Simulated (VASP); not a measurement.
# NbRu3 (Pm-3m) in VASP: a series of runs

The runs below take NbRu3 through single point, relaxation of cell and atoms, with LDA.

Everything below comes from runs of VASP 6.6.1. Logs are shortened: lines on timing, memory, paths and dates and some standing lists are left out, and cuts for length are marked.

## 1. The cell of the first run

Symmetry: Pm-3m, No. 221, cubic system. The conventional cell has a = 3.829 Å, b = 3.829 Å, c = 3.829 Å, α = 90.00°, β = 90.00°, γ = 90.00°. Within 3.6 Å of Nb (site symmetry m-3m) lie 12 Ru at 2.71 Å. Ru (site symmetry 4/mmm) has 4 Nb at 2.71 Å and 8 Ru at 2.71 Å within 3.6 Å.

## 2. Single point, LDA

Input file INCAR:

```
SYSTEM = NbRu3
ALGO = Normal
EDIFF = 1E-6
ENCUT = 520
GGA = CA
ISIF = 2
ISMEAR = -1
LASPH = .TRUE.
LCHARG = .FALSE.
LREAL = .FALSE.
LWAVE = .FALSE.
NBANDS = 36
NELM = 80
PREC = Accurate
SIGMA = 0.1
```

Input file KPOINTS:

```
k-points
0
G
  5 5 5
  0 0 0
```

Input file POSCAR:

```
NbRu3
1.0
    3.8289781863      0.0000000000      0.0000000000
    0.0000000000      3.8289781863      0.0000000000
    0.0000000000      0.0000000000      3.8289781863
Nb Ru
1 3
Direct
    0.0000000000      0.0000000000      0.0000000000
    0.0000000000      0.5000000000      0.5000000000
    0.5000000000      0.0000000000      0.5000000000
    0.5000000000      0.5000000000      0.0000000000
```

Potentials or basis: VASP PAW LDA potentials, release 64 (Nb_sv, Ru_pv).

The run is started by

```bash
$ cat potpaw_LDA.64/Nb_sv/POTCAR potpaw_LDA.64/Ru_pv/POTCAR > POTCAR
$ mpirun -np 1 vasp_std > vasp.out
```

OUTCAR:

```text
SYSTEM = NbRu3
   EDIFF = 1E-6
   ENCUT = 520
   GGA = CA
   ISIF = 2
   ISMEAR = -1
   LASPH = .TRUE.
   LREAL = .FALSE.
   NELM = 80
   PREC = Accurate

 ion  position               nearest neighbor table
   1  0.000  0.000  0.000-   2 2.71   3 2.71   4 2.71   2 2.71   3 2.71   2 2.71   4 2.71   2 2.71
                             3 2.71   4 2.71   3 2.71   4 2.71
   2  0.000  0.500  0.500-   1 2.71   3 2.71   4 2.71   1 2.71   4 2.71   1 2.71   3 2.71   1 2.71
                             3 2.71   4 2.71   4 2.71   3 2.71
   3  0.500  0.000  0.500-   1 2.71   2 2.71   4 2.71   1 2.71   4 2.71   2 2.71   4 2.71   4 2.71
                             1 2.71   2 2.71   1 2.71   2 2.71
   4  0.500  0.500  0.000-   1 2.71   2 2.71   3 2.71   2 2.71   3 2.71   1 2.71   3 2.71   3 2.71
                             1 2.71   2 2.71   2 2.71   1 2.71

  LATTYP: Found a simple cubic cell.
 ALAT       =     3.8289781863

  Lattice vectors:

 A1 = (   3.8289781863,   0.0000000000,   0.0000000000)
 A2 = (   0.0000000000,   3.8289781863,   0.0000000000)
 A3 = (   0.0000000000,   0.0000000000,   3.8289781863)

Analysis of symmetry for initial positions (statically):
=====================================================================
 Subroutine PRICEL returns:
 Original cell was already a primitive cell.

 Routine SETGRP: Setting up the symmetry group for a
 simple cubic supercell.

 Subroutine GETGRP returns: Found 48 space group operations
[... 9 lines left out ...]

 Routine SETGRP: Setting up the symmetry group for a
 simple cubic supercell.

 Subroutine GETGRP returns: Found 48 space group operations
[... 11 lines left out ...]
                                     Primitive cell

  volume of cell :      56.1369

  direct lattice vectors                    reciprocal lattice vectors
     3.828978186  0.000000000  0.000000000     0.261166283  0.000000000  0.000000000
     0.000000000  3.828978186  0.000000000     0.000000000  0.261166283  0.000000000
     0.000000000  0.000000000  3.828978186     0.000000000  0.000000000  0.261166283

  length of vectors
     3.828978186  3.828978186  3.828978186     0.261166283  0.261166283  0.261166283

  position of ions in fractional coordinates (direct lattice)
     0.000000000  0.000000000  0.000000000
     0.000000000  0.500000000  0.500000000
     0.500000000  0.000000000  0.500000000
     0.500000000  0.500000000  0.000000000

  ion indices of the primitive-cell ions
   primitive index   ion index
                 1           1
                 2           2
                 3           3
[... 54 lines left out ...]
   LSORBIT =      F    spin-orbit coupling
   LASPH  =      T    aspherical Exc in radial PAW
   ENCUT  =  520.0 eV  38.22 Ry    6.18 a.u.   7.12  7.12  7.12*2*pi/ulx,y,z
   NELM   =     80;   NELMIN=  2; NELMDL= -5     # of ELM steps
   EDIFF  = 0.1E-05   stopping-criterion for ELM
   LREAL  =      F    real-space projection
   EDIFFG = 0.1E-04   stopping-criterion for IOM
   NSW    =      0    number of steps for IOM
   IBRION =     -1    ionic relax: 0-MD 1-quasi-New 2-CG
   NFREE  =      0    steps in history (QN), initial steepest desc. (CG)
   ISIF   =      2    stress and relaxation
   ISYM   =      2    0-nonsym 1-usesym 2-fastsym
   POTIM  = 0.5000    time-step for ionic-motion
   TEBEG  =    0.0;   TEEND  =   0.0 temperature during run
   PSTRESS=    0.0 pullay stress
   NELECT =      55.0000    total number of electrons
   NUPDOWN=      -1.0000    fix difference up-down
   EMIN   =  10.00;   EMAX   =-10.00  energy-range for DOS
   EFERMI =   0.00;   METHOD = LEGACY
   ISMEAR =    -1;   SIGMA  =   0.10  broadening in eV -4-tet -1-fermi 0-gaus
   EFERMI_NEDOS =   21; number of points for ismear=-14 and -15
   IALGO  =     38    algorithm
   IMIX   =      4    mixing-type and parameters
     AMIX     =   0.40;   BMIX     =  1.00
     AMIX_MAG =   1.60;   BMIX_MAG =  1.00
  volume/ion in A,a.u.               =      14.03        94.71
  Fermi-wavevector in a.u.,A,eV,Ry     =   1.625971  3.072640 35.970840  2.643782
  Thomas-Fermi vector in A             =   2.719007
   LORBIT       =      0    0 simple, 1 ext, 2 COOP (PROOUT), +10 PAW based schemes
   GGA     = CA    functional components
   LHFCALC =     F    Hartree Fock is set to
   AEXX    =    0.0000 exact exchange contribution
   IVDW    =     0    specifies the selected vdW correction
   LEPSILON=     F    determine dielectric tensor
   LRPA    =     F    only Hartree local field effects (RPA)
 non-spin polarized calculation
  energy-cutoff  :      520.00
  volume of cell :       56.14
 maximum number of plane-waves:      1523
   NGX = 15   NGY = 15   NGZ = 15

 number of electron      55.0000008 magnetization

 Free energy of the ion-electron system (eV)
  ---------------------------------------------------
  ext. energy  EPLUGINS =         0.00000000
  ---------------------------------------------------
  free energy    TOTEN  =       -43.87073452 eV

  energy without entropy =      -43.70263261  energy(sigma->0) =      -43.78668357

 E-fermi :  12.7457     XC(G=0): -14.1448

 val. band max:       12.7122921935   @ k =   0.4000   0.4000   0.4000
 cond. band min:      12.7482310041   @ k =   0.2000   0.0000   0.0000
 fundamental gap:      0.0359388106
 Fermi energy:        12.7457160730

 k-point     1 :       0.0000    0.0000    0.0000
  band No.  band energies     occupation
      1     -41.6573      2.00000
      2     -29.8962      2.00000
      3     -29.8962      2.00000
      4     -29.8962      2.00000
      5     -29.4646      2.00000
      6     -29.4646      2.00000
[... 379 lines left out ...]
     35      17.4805      0.00000
     36      17.4922      0.00000

------------------------ aborting loop because EDIFF is reached ----------------------------------------

  FORCE on cell =-STRESS in cart. coord.  units (eV):
  Direction    XX          YY          ZZ          XY          YZ          ZX
  --------------------------------------------------------------------------------------
  -------------------------------------------------------------------------------------
  Total        0.2129127      0.2129127      0.2129127     -0.0000000     -0.0000000      0.0000000
  in kB        6.0766389      6.0766389      6.0766389     -0.0000000     -0.0000000      0.0000000
  external PRESSURE =       6.0766389 kB  Pullay stress =       0.0000000 kB

 VOLUME and BASIS-vectors are now :
 -----------------------------------------------------------------------------
  energy-cutoff  :      520.00
  volume of cell :       56.14
      direct lattice vectors                 reciprocal lattice vectors
     3.828978186  0.000000000  0.000000000     0.261166283  0.000000000  0.000000000
     0.000000000  3.828978186  0.000000000     0.000000000  0.261166283  0.000000000
     0.000000000  0.000000000  3.828978186     0.000000000  0.000000000  0.261166283

 POSITION                                       TOTAL-FORCE (eV/Angst)
 -----------------------------------------------------------------------------------
      0.00000      0.00000      0.00000         0.000000      0.000000      0.000000
      0.00000      1.91449      1.91449         0.000000      0.000000      0.000000
      1.91449      0.00000      1.91449         0.000000      0.000000      0.000000
      1.91449      1.91449      0.00000         0.000000      0.000000      0.000000
 -----------------------------------------------------------------------------------
    total drift:                                0.000000      0.000000      0.000000

  FREE ENERGIE OF THE ION-ELECTRON SYSTEM (eV)
  ---------------------------------------------------
  free  energy   TOTEN  =       -43.8707345177 eV

  energy  without entropy=      -43.7026326125  energy(sigma->0) =      -43.78668357
```

Wall time 28 s (1 thread of Intel Xeon Platinum 8259CL at 2.50GHz (Skylake/Cascade Lake), shared host); peak memory 0.14 GiB.

Results:

| Property | Result |
| --- | --- |
| Free energy | -43.8707 eV |
| Pressure | 0.6 GPa |

## 3. Relaxation of cell and atoms, LDA

This run uses another cell than the first one, of 14.60 Å³/atom, 1.041 times its volume.

Input file INCAR:

```
PREC = Accurate
ENCUT = 600
EDIFF = 1E-6
ISMEAR = -1
SIGMA = 0.1
LREAL = F
LASPH = T
NELM = 80
ALGO = Normal
ISIF = 3
LWAVE = F
LCHARG = F
GGA = CA
IBRION = 2
NSW = 60
EDIFFG = -0.01
```

Input file KPOINTS:

```
regular mesh
0
Gamma
  5 5 5
```

Input file POSCAR:

```
NbRu3
1.0
    3.8800000000      0.0000000000      0.0000000000
    0.0000000000      3.8800000000      0.0000000000
    0.0000000000      0.0000000000      3.8800000000
Nb Ru
1 3
Direct
    0.0000000000      0.0000000000      0.0000000000
    0.0000000000      0.5000000000      0.5000000000
    0.5000000000      0.0000000000      0.5000000000
    0.5000000000      0.5000000000      0.0000000000
```

Potentials or basis: VASP PAW LDA potentials, release 64 (Nb_sv, Ru_pv).

The run is started by

```bash
$ cat potpaw_LDA.64/Nb_sv/POTCAR potpaw_LDA.64/Ru_pv/POTCAR > POTCAR
$ mpirun -np 1 vasp_std > vasp.out
```

Run time: 85 s. Hardware: 1 thread of Intel Xeon Platinum 8259CL at 2.50GHz (Skylake/Cascade Lake), shared host; peak memory 0.17 GiB.

It converged, with:

| Property | Result |
| --- | --- |
| Free energy | -43.8730 eV |
| Relaxed volume | 14.07 Å³/atom |
| Relaxed cell | a = 3.832 Å, b = 3.832 Å, c = 3.832 Å, α = 90.00°, β = 90.00°, γ = 90.00° |
| Space group after relaxing (to 0.05 Å) | Pm-3m (No. 221) |
| Energy gained by relaxing | 18.7 meV/atom |
| Ionic steps | 4 |
| Pressure after relaxing | -0.1 GPa |

The path:
| step | energy change (eV) | largest force (eV/Å) | pressure (GPa) | volume (Å³) |
| --- | --- | --- | --- | --- |
| 1 | 0.0000 | 0.0000 | -10.75 | 58.41 |
| 2 | 0.6131 | 0.0000 | 42.37 | 50.51 |
| 3 | -0.0749 | 0.0000 | -0.49 | 56.34 |
| 4 | -0.0750 | 0.0000 | -0.09 | 56.26 |

Final structure:
```xyz
4
Lattice="3.8319 0.0000 0.0000 0.0000 3.8319 0.0000 0.0000 0.0000 3.8319" Properties=species:S:1:pos:R:3 pbc="T T T"
Nb    0.0000    0.0000    0.0000
Ru    0.0000    1.9159    1.9159
Ru    1.9159    0.0000    1.9159
Ru    1.9159    1.9159    0.0000
```

Levels at points of the mesh, in eV from the Fermi level:
| k point | band 23 | band 24 | band 25 | band 26 | band 27 | band 28 | band 29 | band 30 | band 31 | band 32 |
| --- | --- | --- | --- | --- | --- | --- | --- | --- | --- | --- |
| (0.00, 0.00, 0.00) | -1.91 | 0.49 | 0.49 | 1.86 | 2.43 | 2.43 | 2.43 | 3.79 | 3.79 | 4.13 |

LDA usually gives volumes a few per cent too small. Zero-point motion and thermal expansion aren't in these numbers.
